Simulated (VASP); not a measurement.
# Sn (I4_1/amd) in VASP: notebook

The runs below take Sn through single point, with r2SCAN.

Program: VASP 6.6.1. These are calculated values, not measurements. Logs are shortened: lines on timing, memory, paths and dates and some standing lists are left out, and cuts for length are marked.

**1. The cell of the first run**

The structure is tetragonal, space group I4_1/amd (No. 141). Conventional cell: a = 5.880 Å, b = 5.880 Å, c = 3.103 Å, α = 90.00°, β = 90.00°, γ = 90.00°. Sn (site symmetry -4m2) has 10 Sn at 3.04 to 3.75 Å within 4.0 Å.

**2. Single point, r2SCAN (strain +0.000 along x and y, -0.030 along z)**

File POSCAR:

```
Sn
1.0
   -2.9401404553      2.9401404553      1.5513229292
    2.9401404553     -2.9401404553      1.5513229292
    2.9401404553      2.9401404553     -1.5513229292
Sn
2
Direct
    0.7500000000      0.2500000000      0.5000000000
    0.0000000000      0.0000000000      0.0000000000
```

File INCAR.step1:

```
SYSTEM = Sn
  PREC = Accurate
  ENCUT = 520
  ISMEAR = 0
  SIGMA = 0.15
  LREAL = .FALSE.
  LASPH = .TRUE.
  NELM = 80
  NBANDS = 21
  GGA = PE
  ALGO = Normal
  EDIFF = 1E-4
  LWAVE = .TRUE.
  LCHARG = .FALSE.
```

File INCAR.step2:

```
SYSTEM = Sn
  PREC = Accurate
  ENCUT = 520
  EDIFF = 1E-7
  ISMEAR = 0
  SIGMA = 0.15
  LREAL = .FALSE.
  LASPH = .TRUE.
  NELM = 80
  ALGO = Normal
  ISIF = 2
  LWAVE = .FALSE.
  LCHARG = .TRUE.
  METAGGA = R2SCAN
  LMIXTAU = .TRUE.
  LELF = .TRUE.
  LVHAR = .TRUE.
  NBANDS = 21
  ISTART = 1
```

File KPOINTS:

```
Automatic mesh
0
G
  16 16 16
  0 0 0
```

Potentials or basis: VASP PAW PBE potentials, release 64 (Sn_d).

Command:

```sh
$ cat potpaw_PBE.64/Sn_d/POTCAR > POTCAR
$ cp INCAR.step1 INCAR
$ mpirun -np 1 vasp_std > vasp.out
$ cp INCAR.step2 INCAR
$ mpirun -np 1 vasp_std > vasp.out
```

OUTCAR:

```text
SYSTEM = Sn
   PREC = Accurate
   ENCUT = 520
   EDIFF = 1E-7
   ISMEAR = 0
   LREAL = .FALSE.
   LASPH = .TRUE.
   NELM = 80
   ISIF = 2
   METAGGA = R2SCAN
   ISTART = 1

 ion  position               nearest neighbor table
   1  0.750  0.250  0.500-   2 3.04   2 3.04   2 3.04   2 3.04   2 3.75   2 3.75   2 3.75   2 3.75

   2  0.000  0.000  0.000-   1 3.04   1 3.04   1 3.04   1 3.04   1 3.75   1 3.75   1 3.75   1 3.75

  LATTYP: Found a body centered tetragonal cell.
 ALAT       =     5.8802809106
 C/A-ratio  =     0.5276356531

  Lattice vectors:

 A1 = (  -2.9401404553,   2.9401404553,   1.5513229292)
 A2 = (   2.9401404553,  -2.9401404553,   1.5513229292)
 A3 = (   2.9401404553,   2.9401404553,  -1.5513229292)

Analysis of symmetry for initial positions (statically):
=====================================================================
 Subroutine PRICEL returns:
 Original cell was already a primitive cell.

 Routine SETGRP: Setting up the symmetry group for a
 body centered tetragonal supercell.

 Subroutine GETGRP returns: Found 16 space group operations
 (whereof  8 operations were pure point group operations)
 out of a pool of 16 trial point group operations.

The static configuration has the point symmetry D_2d.
 The point group associated with its full space group is D_4h.

Analysis of symmetry for dynamics (positions and initial velocities):
=====================================================================
 Subroutine PRICEL returns:
 Original cell was already a primitive cell.

 Routine SETGRP: Setting up the symmetry group for a
 body centered tetragonal supercell.

 Subroutine GETGRP returns: Found 16 space group operations
 (whereof  8 operations were pure point group operations)
 out of a pool of 16 trial point group operations.

The dynamic configuration has the point symmetry D_2d.
 The point group associated with its full space group is D_4h.

 Subroutine INISYM returns: Found 16 space group operations
 (whereof  8 operations are pure point group operations),
 and found     1 'primitive' translations

----------------------------------------------------------------------------------------

                                     Primitive cell

  volume of cell :      53.6412

  direct lattice vectors                    reciprocal lattice vectors
    -2.940140455  2.940140455  1.551322929     0.000000000  0.170059903  0.322305556
     2.940140455 -2.940140455  1.551322929     0.170059903  0.000000000  0.322305556
     2.940140455  2.940140455 -1.551322929     0.170059903  0.170059903  0.000000000

  length of vectors
     4.437956131  4.437956131  4.437956131     0.364419048  0.364419048  0.240501021

  position of ions in fractional coordinates (direct lattice)
     0.750000000  0.250000000  0.500000000
     0.000000000  0.000000000  0.000000000

  ion indices of the primitive-cell ions
   primitive index   ion index
                 1           1
                 2           2

----------------------------------------------------------------------------------------

 KPOINTS: Automatic mesh

Automatic generation of k-mesh.
 Grid dimensions read from file:
 generate k-points for:   16   16   16

 Generating k-lattice:

  Cartesian coordinates                     Fractional coordinates (reciprocal lattice)
     0.000000000  0.010628744  0.020144097     0.062500000 -0.000000000  0.000000000
     0.010628744  0.000000000  0.020144097    -0.000000000  0.062500000  0.000000000
     0.010628744  0.010628744  0.000000000     0.000000000  0.000000000  0.062500000

  Length of vectors
     0.022776190  0.022776190  0.015031314

  Shift w.r.t. Gamma in fractional coordinates (k-lattice)
     0.000000000  0.000000000  0.000000000

 Subroutine IBZKPT returns following result:
 ===========================================

 Found    349 irreducible k-points:

 Following reciprocal coordinates:
            Coordinates               Weight
  0.000000  0.000000  0.000000      1.000000
  0.062500  0.000000  0.000000      8.000000
  0.125000  0.000000  0.000000      8.000000
  0.187500  0.000000 -0.000000      8.000000
  0.250000  0.000000  0.000000      8.000000
  0.312500  0.000000  0.000000      8.000000
[... 16 lines left out ...]
 -0.125000  0.062500  0.000000     16.000000
 -0.062500  0.062500  0.000000      4.000000
 [... further k-points ...]
   k-points           NKPTS =    349   k-points in BZ     NKDIM =    349   number of bands    NBANDS=     21
   number of dos      NEDOS =    301   number of ions     NIONS =      2
   total plane-waves  NPLWV =  46656
   dimension x,y,z NGX =    36 NGY =   36 NGZ =   36
   dimension x,y,z NGXF=    72 NGYF=   72 NGZF=   72
   ions per type =               2
   NGX,Y,Z   is equivalent  to a cutoff of  13.49, 13.49, 13.49 a.u.
   NGXF,Y,Z  is equivalent  to a cutoff of  26.97, 26.97, 26.97 a.u.
 SYSTEM =  Sn
   PREC   = accura    normal or accurate (medium, high low for compatibility)
[... 36 lines left out ...]
   IVDW    =     0    specifies the selected vdW correction
   LEPSILON=     F    determine dielectric tensor
   LRPA    =     F    only Hartree local field effects (RPA)
 non-spin polarized calculation
 Gauss-broadening in eV      SIGMA  =   0.15
  energy-cutoff  :      520.00
  volume of cell :       53.64
 maximum number of plane-waves:      1473
 NGX is ok and might be reduce to    36
   NGX = 17   NGY = 17   NGZ = 17

 number of electron      27.9999992 magnetization

 Free energy of the ion-electron system (eV)
  ---------------------------------------------------
  ext. energy  EPLUGINS =         0.00000000
  ---------------------------------------------------
  free energy    TOTEN  =       -49.23864830 eV

  energy without entropy =      -49.22893781  energy(sigma->0) =      -49.23379305

 E-fermi :   8.0444     XC(G=0): -11.1901

 val. band max:        8.0270002191   @ k =   0.4375   0.4375  -0.0000
 cond. band min:       8.0454674254   @ k =  -0.2500  -0.4375   0.0625
 fundamental gap:      0.0184672063
 Fermi energy:         8.0443676362

 k-point     1 :       0.0000    0.0000    0.0000
  band No.  band energies     occupation
      1     -14.3032      2.00000
      2     -14.2513      2.00000
      3     -14.1960      2.00000
      4     -14.1643      2.00000
      5     -13.9769      2.00000
      6     -13.9769      2.00000
[... 13 lines left out ...]
     20      18.1310      0.00000
     21      18.9559      0.00000

 k-point     2 :       0.0625    0.0000    0.0000
  band No.  band energies     occupation
      1     -14.3007      2.00000
      2     -14.2402      2.00000
      3     -14.1826      2.00000
      4     -14.1611      2.00000
      5     -13.9857      2.00000
      6     -13.9852      2.00000
[... 13 lines left out ...]
     20      18.1501      0.00000
     21      18.9867      0.00000

 k-point     3 :       0.1250    0.0000    0.0000
  band No.  band energies     occupation
      1     -14.2926      2.00000
      2     -14.2091      2.00000
      3     -14.1520      2.00000
      4     -14.1466      2.00000
      5     -14.0046      2.00000
      6     -13.9996      2.00000
[... 13 lines left out ...]
     20      17.5859      0.00000
     21      17.6418      0.00000

 k-point     4 :       0.1875    0.0000   -0.0000
  band No.  band energies     occupation
      1     -14.2789      2.00000
      2     -14.1654      2.00000
      3     -14.1384      2.00000
      4     -14.1009      2.00000
      5     -14.0291      2.00000
      6     -14.0093      2.00000
[... 13 lines left out ...]
     20      16.6310      0.00000
     21      16.9284      0.00000

 k-point     5 :       0.2500    0.0000    0.0000
  band No.  band energies     occupation
      1     -14.2623      2.00000
      2     -14.1249      2.00000
      3     -14.1233      2.00000
      4     -14.0754      2.00000
      5     -14.0541      2.00000
      6     -14.0060      2.00000
[... 13 lines left out ...]
     20      15.8663      0.00000
     21      17.0335      0.00000
[... 382 lines left out ...]
     20      16.8360      0.00000
     21      17.1291      0.00000

 k-point    22 :      -0.1875    0.0625    0.0000
  band No.  band energies     occupation
      1     -14.2828      2.00000
      2     -14.2104      2.00000
      3     -14.1531      2.00000
      4     -14.1440      2.00000
      5     -14.0039      2.00000
      6     -13.9939      2.00000
[... 13 lines left out ...]
     20      17.6466      0.00000
     21      18.0073      0.00000

 k-point    23 :      -0.1250    0.0625    0.0000
  band No.  band energies     occupation
      1     -14.2937      2.00000
      2     -14.2409      2.00000
      3     -14.1860      2.00000
      4     -14.1555      2.00000
      5     -13.9868      2.00000
      6     -13.9821      2.00000
[... 13 lines left out ...]
     20      18.4677      0.00000
     21      19.0888      0.00000

 k-point    24 :      -0.0625    0.0625    0.0000
  band No.  band energies     occupation
      1     -14.2996      2.00000
      2     -14.2516      2.00000
      3     -14.1976      2.00000
      4     -14.1614      2.00000
      5     -13.9786      2.00000
      6     -13.9756      2.00000
[... 13 lines left out ...]
     20      18.3865      0.00000
     21      19.0658      0.00000

 [... further k-points ...]
[... 5 lines left out ...]
  --------------------------------------------------------------------------------------
  -------------------------------------------------------------------------------------
  Total        0.3050809      0.3050809      1.0132156      0.0000000     -0.0000000      0.0000000
  in kB        9.1122846      9.1122846     30.2631478      0.0000000     -0.0000000      0.0000000
  external PRESSURE =      16.1625724 kB  Pullay stress =       0.0000000 kB

 VOLUME and BASIS-vectors are now :
 -----------------------------------------------------------------------------
  energy-cutoff  :      520.00
  volume of cell :       53.64
      direct lattice vectors                 reciprocal lattice vectors
    -2.940140455  2.940140455  1.551322929     0.000000000  0.170059903  0.322305556
     2.940140455 -2.940140455  1.551322929     0.170059903  0.000000000  0.322305556
     2.940140455  2.940140455 -1.551322929     0.170059903  0.170059903  0.000000000

 POSITION                                       TOTAL-FORCE (eV/Angst)
 -----------------------------------------------------------------------------------
      0.00000      2.94014      0.77566         0.000000     -0.000000      0.000000
      0.00000      0.00000      0.00000        -0.000000      0.000000     -0.000000
 -----------------------------------------------------------------------------------
    total drift:                               -0.000000      0.000000     -0.000000

  FREE ENERGIE OF THE ION-ELECTRON SYSTEM (eV)
  ---------------------------------------------------
  free  energy   TOTEN  =       -49.2386482969 eV

  energy  without entropy=      -49.2289378067  energy(sigma->0) =      -49.23379305
```

Run time: 46 min. Hardware: 1 thread of Intel Xeon 8259CL, shared host; peak memory 0.45 GiB.

Results:

```yaml
Free_energy: -49.2386 eV
Pressure: 1.6 GPa
Band_gap_on_the_k_mesh: zero (bands 14 and 15 overlap by 4.34 eV)
```

Stress tensor (GPa, compression positive):
```
0.91 0.00 0.00
0.00 0.91 0.00
0.00 0.00 3.03
```

Levels at points of the mesh, in eV from the Fermi level:
```
           k point  band 10  band 11  band 12  band 13  band 14  band 15  band 16  band 17  band 18  band 19
(0.00, 0.00, 0.00)   -21.82   -11.75    -3.95    -2.30    -2.30     3.24     6.34     6.34     7.85     7.98
(0.50, 0.00, 0.00)   -21.87    -6.98    -5.54    -2.34    -2.00    -1.12     2.58     3.05     4.98     7.58
(0.50, 0.50, 0.00)   -21.95    -9.42    -9.42     0.40     0.40     1.58     1.58     7.05     7.05    10.60
(0.50, 0.50, 0.50)   -22.01    -8.05    -8.05    -5.12    -5.12     6.05     6.05     9.62     9.62    13.32
```

Caveat: the cell differs from its parent crystal (strain +0.000 along x and y, -0.030 along z); the PAW data sets were made with another functional, which shifts forces and pressure a little; spin-orbit coupling is left out, which moves the levels of the heavy elements.

**3. Single point, r2SCAN (strain +0.030 along x and y, +0.030 along z)**

File POSCAR:

```
Sn
1.0
   -3.0283446690      3.0283446690      1.6472810486
    3.0283446690     -3.0283446690      1.6472810486
    3.0283446690      3.0283446690     -1.6472810486
Sn
2
Direct
    0.7500000000      0.2500000000      0.5000000000
    0.0000000000      0.0000000000      0.0000000000
```

File INCAR.step1:

```
PREC = Accurate
ENCUT = 520
ISMEAR = 0
SIGMA = 0.15
LREAL = F
LASPH = T
NELM = 100
NBANDS = 21
GGA = PE
ALGO = Normal
EDIFF = 1E-4
LWAVE = T
LCHARG = F
```

File INCAR.step2:

```
PREC = Accurate
ENCUT = 520
EDIFF = 1E-6
ISMEAR = 0
SIGMA = 0.15
LREAL = F
LASPH = T
NELM = 100
ALGO = Normal
ISIF = 2
LWAVE = F
LCHARG = F
METAGGA = R2SCAN
LMIXTAU = T
NBANDS = 21
ISTART = 1
```

File KPOINTS:

```
regular mesh
0
Gamma
  16 16 16
```

Potentials or basis: VASP PAW PBE potentials, release 64 (Sn_d).

Command:

```sh
$ cat potpaw_PBE.64/Sn_d/POTCAR > POTCAR
$ cp INCAR.step1 INCAR
$ mpirun -np 1 vasp_std > vasp.out
$ cp INCAR.step2 INCAR
$ mpirun -np 1 vasp_std > vasp.out
```

Run time: 9.9 min. Hardware: 1 thread of Intel Xeon 6975P-C (Granite Rapids), shared host; peak memory 0.48 GiB.

It converged, with:

| Property | Result |
| --- | --- |
| Free energy | -49.1832 eV |
| Pressure | -4.0 GPa |
| Band gap on the k mesh | zero (bands 14 and 15 overlap by 3.92 eV) |

Levels at points of the mesh, in eV from the Fermi level:
```
           k point  band 12  band 13  band 14  band 15  band 16  band 17
(0.00, 0.00, 0.00)    -3.99    -1.88    -1.88     3.51     5.98     5.98
(0.50, 0.00, 0.00)    -5.31    -2.38    -1.63    -1.08     2.62     2.75
(0.50, 0.50, 0.00)    -8.75     0.56     0.56     1.57     1.57     5.95
(0.50, 0.50, 0.50)    -7.61    -4.43    -4.43     5.00     5.00     8.85
```

Caveat: the cell differs from its parent crystal (strain +0.030 along x and y, +0.030 along z); the cell stands under tension; the PAW data sets were made with another functional, which shifts forces and pressure a little; spin-orbit coupling is left out, which moves the levels of the heavy elements.

**4. Single point, r2SCAN (strain +0.030 along x and y, -0.030 along z)**

File POSCAR:

```
Sn
1.0
   -3.0283446690      3.0283446690      1.5513229292
    3.0283446690     -3.0283446690      1.5513229292
    3.0283446690      3.0283446690     -1.5513229292
Sn
2
Direct
    0.7500000000      0.2500000000      0.5000000000
    0.0000000000      0.0000000000      0.0000000000
```

File INCAR.step1:

```
PREC = Accurate ; ENCUT = 520
ISMEAR = 0 ; SIGMA = 0.15
LREAL = False ; LASPH = True
NELM = 100 ; NBANDS = 21
GGA = PE ; ALGO = Normal
EDIFF = 1E-4 ; LWAVE = True
LCHARG = False
```

File INCAR.step2:

```
PREC = Accurate ; ENCUT = 520
EDIFF = 1E-6 ; ISMEAR = 0
SIGMA = 0.15 ; LREAL = False
LASPH = True ; NELM = 100
ALGO = Normal ; ISIF = 2
LWAVE = False ; LCHARG = False
METAGGA = R2SCAN ; LMIXTAU = True
NBANDS = 21 ; ISTART = 1
```

KPOINTS is that of step 3.

Command:

```sh
$ cat potpaw_PBE.64/Sn_d/POTCAR > POTCAR
$ cp INCAR.step1 INCAR
$ mpirun -np 1 vasp_std > vasp.out
$ cp INCAR.step2 INCAR
$ mpirun -np 1 vasp_std > vasp.out
```

Run time: 9.8 min. Hardware: 1 thread of Intel Xeon 6975P-C (Granite Rapids), shared host; peak memory 0.46 GiB.

Results (log left out):

* Free energy: -49.2193 eV
* Pressure: -1.4 GPa
* Band gap on the k mesh: zero (bands 14 and 15 overlap by 3.76 eV)

Stress tensor (GPa, compression positive):
```
-2.71  0.00  0.00
 0.00 -2.71  0.00
 0.00  0.00  1.17
```

Levels at points of the mesh, in eV from the Fermi level:
```
           k point  band 10  band 11  band 12  band 13  band 14  band 15  band 16  band 17  band 18  band 19
(0.00, 0.00, 0.00)   -21.81   -11.29    -4.40    -2.22    -2.22     3.27     5.80     5.80     7.88     8.07
(0.50, 0.00, 0.00)   -21.83    -6.64    -5.21    -2.40    -1.94    -0.85     2.71     2.91     4.64     7.31
(0.50, 0.50, 0.00)   -21.91    -9.14    -9.14     0.29     0.29     1.25     1.25     7.29     7.29    10.45
(0.50, 0.50, 0.50)   -21.95    -8.00    -8.00    -4.77    -4.77     6.42     6.42     8.65     8.65    12.90
```

Caveat: the cell differs from its parent crystal (strain +0.030 along x and y, -0.030 along z); the PAW data sets were made with another functional, which shifts forces and pressure a little; spin-orbit coupling is left out, which moves the levels of the heavy elements.

**5. Single point, r2SCAN (strain +0.000 along x and y, +0.030 along z)**

File POSCAR:

```
Sn
1.0
   -2.9401404553      2.9401404553      1.6472810486
    2.9401404553     -2.9401404553      1.6472810486
    2.9401404553      2.9401404553     -1.6472810486
Sn
2
Direct
    0.7500000000      0.2500000000      0.5000000000
    0.0000000000      0.0000000000      0.0000000000
```

File INCAR.step1:

```
SYSTEM = Sn
PREC = Accurate ; ENCUT = 520
ISMEAR = 0 ; SIGMA = 0.15
LREAL = .False. ; LASPH = .True.
NELM = 80 ; NBANDS = 21
GGA = PE ; ALGO = Normal
EDIFF = 1E-4 ; LWAVE = .True.
LCHARG = .False.
```

File INCAR.step2:

```
SYSTEM = Sn
PREC = Accurate ; ENCUT = 520
EDIFF = 1E-7 ; ISMEAR = 0
SIGMA = 0.15 ; LREAL = .False.
LASPH = .True. ; NELM = 80
ALGO = Normal ; ISIF = 2
LWAVE = .False. ; LCHARG = .False.
METAGGA = R2SCAN ; LMIXTAU = .True.
NBANDS = 21 ; ISTART = 1
```

File KPOINTS:

```
regular mesh
0
Gamma
  16 16 16
  0 0 0
```

Command:

```sh
$ cat potpaw_PBE.64/Sn_d/POTCAR > POTCAR
$ cp INCAR.step1 INCAR
$ mpirun -np 1 vasp_std > vasp.out
$ cp INCAR.step2 INCAR
$ mpirun -np 1 vasp_std > vasp.out
```

Run time: 14 min. Hardware: 1 thread of Intel Xeon 6975P-C (Granite Rapids), shared host; peak memory 0.46 GiB.

The run converged. Its results:

```yaml
Free_energy: -49.2361 eV
Pressure: -1.5 GPa
Band_gap_on_the_k_mesh: zero (bands 14 and 15 overlap by 4.50 eV)
```

Stress tensor (GPa, compression positive):
```
-0.94  0.00  0.00
 0.00 -0.94  0.00
 0.00  0.00 -2.62
```

Levels at points of the mesh, in eV from the Fermi level:
| k point | band 12 | band 13 | band 14 | band 15 | band 16 | band 17 |
| --- | --- | --- | --- | --- | --- | --- |
| (0.00, 0.00, 0.00) | -3.54 | -1.95 | -1.95 | 3.50 | 6.45 | 6.48 |
| (0.50, 0.00, 0.00) | -5.60 | -2.34 | -1.68 | -1.34 | 2.50 | 2.91 |
| (0.50, 0.50, 0.00) | -9.02 | 0.66 | 0.66 | 1.90 | 1.90 | 5.75 |
| (0.50, 0.50, 0.50) | -7.65 | -4.77 | -4.77 | 4.64 | 4.64 | 9.78 |

Caveat: the cell differs from its parent crystal (strain +0.000 along x and y, +0.030 along z); the PAW data sets were made with another functional, which shifts forces and pressure a little; spin-orbit coupling is left out, which moves the levels of the heavy elements.

**6. Summary**

```tsv
cell	gap on the mesh (eV)	pressure (GPa)
a = 4.438 Å, angles 97.0, 97.0, 139.1°, 2 atoms	none	1.6
a = 4.589 Å, angles 97.4, 97.4, 137.9°, 2 atoms	none	-4.0
a = 4.555 Å, angles 96.7, 96.7, 140.2°, 2 atoms	none	-1.4
a = 4.472 Å, angles 97.8, 97.8, 136.8°, 2 atoms	none	-1.5
```

Alike in all rows: task single point; level r2SCAN; potentials or basis VASP PAW PBE potentials, release 64 (Sn_d); no spin polarisation; k mesh 16 × 16 × 16; cutoff (eV) 520; smearing gaussian 0.15 eV.

Caveats: the PAW data sets were made with another functional, which shifts forces and pressure a little; spin-orbit coupling is left out, which moves the levels of the heavy elements; the cell stands under tension (at least some runs).

Absolute energies hang on the potentials; compare differences alone.
